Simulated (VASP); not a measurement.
# Sc3Ta (P6/mmm) in VASP: a series of runs, part 2 of 2

VASP 6.6.1. The steps go on from the part before.

**5. Single point, PBE**

This run uses another cell than the first one, of 28.62 Å³/atom.

The input, INCAR:

```
PREC = Accurate ; ENCUT = 520
EDIFF = 1E-7 ; ISMEAR = 0
SIGMA = 0.1 ; LREAL = F
LASPH = T ; NELM = 100
ALGO = Fast ; ISIF = 2
LWAVE = F ; LCHARG = F
GGA = PE ; NBANDS = 30
```

The input, KPOINTS:

```
regular mesh
0
Gamma
  12 12 10
```

The input, POSCAR:

```
Sc3Ta
1.0
    5.0691127339      0.0000000000      0.0000000000
   -2.5345563670      4.3899804022      0.0000000000
    0.0000000000      0.0000000000      5.1441247529
Sc Ta
3 1
Direct
    0.0000000000      0.0000000000      0.0000000000
    0.3333333333      0.6666666667      0.5000000000
    0.6666666667      0.3333333333      0.5000000000
    0.0000000000      0.0000000000      0.5000000000
```

Potentials or basis: VASP PAW PBE potentials, release 64 (Sc_sv, Ta_pv).

Started as:

```
$ cat potpaw_PBE.64/Sc_sv/POTCAR potpaw_PBE.64/Ta_pv/POTCAR > POTCAR
$ mpirun -np 1 vasp_std > vasp.out
```

OUTCAR:

```text
PREC = Accurate
   ENCUT = 520
   EDIFF = 1E-7
   ISMEAR = 0
   LREAL = F
   LASPH = T
   NELM = 100
   ISIF = 2
   GGA = PE

 ion  position               nearest neighbor table
   1  0.000  0.000  0.000-   4 2.57   4 2.57
   2  0.333  0.667  0.500-   3 2.93   3 2.93   4 2.93   4 2.93   4 2.93   3 2.93
   3  0.667  0.333  0.500-   2 2.93   2 2.93   4 2.93   4 2.93   4 2.93   2 2.93
   4  0.000  0.000  0.500-   1 2.57   1 2.57   3 2.93   2 2.93   3 2.93   2 2.93   3 2.93   2 2.93

[... 993 lines left out ...]
  FORCE on cell =-STRESS in cart. coord.  units (eV):
  Direction    XX          YY          ZZ          XY          YZ          ZX
  --------------------------------------------------------------------------------------
  -------------------------------------------------------------------------------------
  Total        0.0438795      0.0438795      0.0739346     -0.0000000      0.0000000     -0.0000000
  in kB        0.6141380      0.6141380      1.0347895     -0.0000000      0.0000000     -0.0000000
  external PRESSURE =       0.7543552 kB  Pullay stress =       0.0000000 kB

 VOLUME and BASIS-vectors are now :
 -----------------------------------------------------------------------------
  energy-cutoff  :      520.00
  volume of cell :      114.47
      direct lattice vectors                 reciprocal lattice vectors
     5.069112734  0.000000000  0.000000000     0.197273182  0.113895725  0.000000000
    -2.534556367  4.389980402  0.000000000     0.000000000  0.227791450  0.000000000
     0.000000000  0.000000000  5.144124753     0.000000000  0.000000000  0.194396530

 POSITION                                       TOTAL-FORCE (eV/Angst)
 -----------------------------------------------------------------------------------
      0.00000      0.00000      0.00000         0.000000      0.000000      0.000000
     -0.00000      2.92665      2.57206         0.000000     -0.000000      0.000000
      2.53456      1.46333      2.57206        -0.000000      0.000000     -0.000000
      0.00000      0.00000      2.57206         0.000000      0.000000      0.000000
 -----------------------------------------------------------------------------------
    total drift:                               -0.000000      0.000000      0.000000

  FREE ENERGIE OF THE ION-ELECTRON SYSTEM (eV)
  ---------------------------------------------------
  free  energy   TOTEN  =       -27.3644258907 eV

  energy  without entropy=      -27.3309639454  energy(sigma->0) =      -27.34769492
```

OSZICAR:

```text
N       E                     dE             d eps       ncg     rms          rms(c)
[... 25 lines left out ...]
RMM:  26    -0.273644973176E+02    0.35301E-04   -0.19652E-05 10555   0.237E-02    0.522E-02
RMM:  27    -0.273644784217E+02    0.18896E-04   -0.14043E-05  9768   0.165E-02    0.439E-02
RMM:  28    -0.273644651457E+02    0.13276E-04   -0.77913E-06 10051   0.137E-02    0.383E-02
RMM:  29    -0.273644379970E+02    0.27149E-04   -0.41560E-05 11577   0.334E-02    0.235E-02
RMM:  30    -0.273644280260E+02    0.99710E-05   -0.37358E-05 10327   0.249E-02    0.115E-02
RMM:  31    -0.273644260958E+02    0.19302E-05   -0.88619E-06 10031   0.140E-02    0.801E-03
RMM:  32    -0.273644258837E+02    0.21210E-06   -0.35462E-06  8524   0.793E-03    0.563E-03
RMM:  33    -0.273644258907E+02   -0.70722E-08   -0.82698E-07  7132   0.393E-03
   1 F= -.27364426E+02 E0= -.27347695E+02  d E =-.334619E-01
```

stdout:

```text
POSCAR found type information on POSCAR ScTa
 POSCAR found :  2 types and       4 ions
 scaLAPACK will be used
 LDA part: xc-table for (Slater+PW92), standard interpolation
 POSCAR, INCAR and KPOINTS ok, starting setup
 FFT: planning ... GRIDC
 FFT: planning ... GRID_SOFT
 FFT: planning ... GRID
 WAVECAR not read
 entering main loop
WARNING in EDDRMM: call to ZHEGV failed, returncode =   8  4      1
WARNING in EDDRMM: call to ZHEGV failed, returncode =   8  4      1
WARNING in EDDRMM: call to ZHEGV failed, returncode =   8  4      1
WARNING in EDDRMM: call to ZHEGV failed, returncode =   8  4      1
WARNING in EDDRMM: call to ZHEGV failed, returncode =   8  4      3
WARNING in EDDRMM: call to ZHEGV failed, returncode =   8  4      1
WARNING in EDDRMM: call to ZHEGV failed, returncode =   8  4      1
WARNING in EDDRMM: call to ZHEGV failed, returncode =   8  4      3
WARNING in EDDRMM: call to ZHEGV failed, returncode =   8  4      1
WARNING in EDDRMM: call to ZHEGV failed, returncode =   8  4      1
[... 32 lines left out ...]
WARNING in EDDRMM: call to ZHEGV failed, returncode =   8  4      1
WARNING in EDDRMM: call to ZHEGV failed, returncode =   8  4      1
WARNING in EDDRMM: call to ZHEGV failed, returncode =   8  4      1
WARNING in EDDRMM: call to ZHEGV failed, returncode =   8  4      1
WARNING in EDDRMM: call to ZHEGV failed, returncode =   8  4      1
WARNING in EDDRMM: call to ZHEGV failed, returncode =   8  4      1
WARNING in EDDRMM: call to ZHEGV failed, returncode =   8  4      1
WARNING in EDDRMM: call to ZHEGV failed, returncode =   8  4      3
WARNING in EDDRMM: call to ZHEGV failed, returncode =   8  4      1
WARNING in EDDRMM: call to ZHEGV failed, returncode =   8  4      3
```

Run time: 27 min. Hardware: 1 thread of Oxide Virtual Turin-like, shared host; peak memory 0.46 GiB.

What came out:

- Free energy: -27.3644 eV
- Pressure: 0.1 GPa
- Band gap on the k mesh: zero (bands 22 and 23 overlap by 0.42 eV)

Levels at points of the mesh, in eV from the Fermi level:
| k point | band 20 | band 21 | band 22 | band 23 | band 24 | band 25 |
| --- | --- | --- | --- | --- | --- | --- |
| (0.00, 0.00, 0.00) | -0.58 | -0.24 | -0.24 | 0.42 | 0.42 | 1.10 |
| (0.50, 0.00, 0.00) | -1.39 | -0.99 | -0.17 | 0.42 | 0.56 | 0.69 |
| (0.00, 0.00, 0.50) | 0.00 | 0.00 | 0.18 | 0.18 | 0.32 | 0.32 |
| (0.50, 0.00, 0.50) | -1.18 | -0.99 | -0.02 | 0.36 | 0.92 | 1.16 |

Caveat: spin-orbit coupling is left out, which moves the levels of the heavy elements.

**6. Single point, PBE, collinear spin**

This run uses another cell than the first one, of 28.57 Å³/atom.

The input, INCAR:

```
SYSTEM = Sc3Ta
PREC = Accurate
ENCUT = 520
EDIFF = 1E-7
ISMEAR = 0
SIGMA = 0.1
LREAL = .False.
LASPH = .True.
NELM = 150
ALGO = Normal
ISIF = 2
LWAVE = .False.
LCHARG = .True.
ISPIN = 2
MAGMOM = 1 1 1 0
LORBIT = 11
LMAXMIX = 4
GGA = PE
LELF = .True.
LVHAR = .True.
NBANDS = 34
```

The input, KPOINTS:

```
regular mesh
0
Gamma
  6 6 4
  0 0 0
```

The input, POSCAR:

```
Sc3Ta
1.0
    5.0628479943      0.0000000000      0.0000000000
   -2.5314239972      4.3845549786      0.0000000000
    0.0000000000      0.0000000000      5.1481194320
Sc Ta
3 1
Direct
    0.0000000000      0.0000000000      0.0000000000
    0.3333333333      0.6666666667      0.5000000000
    0.6666666667      0.3333333333      0.5000000000
    0.0000000000      0.0000000000      0.5000000000
```

Potentials or basis: VASP PAW PBE potentials, release 64 (Sc_sv, Ta_pv).

Started as:

```
$ cat potpaw_PBE.64/Sc_sv/POTCAR potpaw_PBE.64/Ta_pv/POTCAR > POTCAR
$ mpirun -np 1 vasp_std > vasp.out
```

Run time: 6.7 min. Hardware: 1 thread of Oxide Virtual Turin-like, shared host; peak memory 0.32 GiB.

It converged, with:

```
Free energy                                           : -27.3912 eV
Pressure                                              : 0.2 GPa
Band gap on the k mesh                                : zero (filled and empty bands overlap)
Net moment                                            : 0.00 μB per cell
Valence electrons inside the program's atomic spheres : Sc 9.48; Ta 9.09
```

Stress tensor (GPa, compression positive):
```
0.23 0.00 0.00
0.00 0.23 0.00
0.00 0.00 0.14
```

Levels at points of the mesh, in eV from the Fermi level:
Spin up:
```
           k point  band 20  band 21  band 22  band 23  band 24  band 25
(0.00, 0.00, 0.00)    -0.52    -0.21    -0.21     0.45     0.45     1.12
(0.50, 0.00, 0.00)    -1.32    -0.90    -0.14     0.45     0.58     0.73
(0.00, 0.00, 0.50)     0.05     0.05     0.20     0.20     0.36     0.36
(0.50, 0.00, 0.50)    -1.14    -0.95     0.00     0.40     0.98     1.24
```
Spin down:
```
           k point  band 19  band 20  band 21  band 22  band 23  band 24  band 25  band 26
(0.00, 0.00, 0.00)    -0.92    -0.52    -0.21    -0.21     0.45     0.45     1.12     1.12
(0.50, 0.00, 0.00)    -1.42    -1.32    -0.90    -0.14     0.45     0.58     0.73     0.85
(0.00, 0.00, 0.50)     0.03     0.05     0.05     0.20     0.20     0.36     0.36     0.55
(0.50, 0.00, 0.50)    -1.32    -1.14    -0.95     0.00     0.40     0.98     1.24     1.41
```

Caveat: spin-orbit coupling is left out, which moves the levels of the heavy elements.

**7. The runs side by side**

```tsv
task	spin	cell	k mesh	cutoff (eV)	gap on the mesh (eV)	pressure (GPa)
single point	off	a = 4.226, b = 4.226, c = 4.845 Å, angles 90.0, 90.0, 120.0°, 4 atoms	6 × 6 × 4	520	none	45.0
single point	off	a = 5.063, b = 5.063, c = 5.148 Å, angles 90.0, 90.0, 120.0°, 4 atoms	6 × 6 × 4	520	none	0.2
relaxation of cell and atoms	off	relaxed from a = 4.226, b = 4.226, c = 4.845 Å, angles 90.0, 90.0, 120.0°, 4 atoms	6 × 6 × 4	600	none	-0.2
single point	off	a = 5.069, b = 5.069, c = 5.144 Å, angles 90.0, 90.0, 120.0°, 4 atoms	12 × 12 × 10	520	none	0.1
single point	collinear	a = 5.063, b = 5.063, c = 5.148 Å, angles 90.0, 90.0, 120.0°, 4 atoms	6 × 6 × 4	520	none	0.2
```

Alike in all rows: level PBE; potentials or basis VASP PAW PBE potentials, release 64 (Sc_sv, Ta_pv); smearing gaussian 0.1 eV.

Caveats: spin-orbit coupling is left out, which moves the levels of the heavy elements; the stress differs along the axes, from 26 to 55 GPa (at least some runs); the volume moved by over 15 % at a fixed basis, so the end points are rough (at least some runs).

Absolute energies hang on the potentials; compare differences alone.
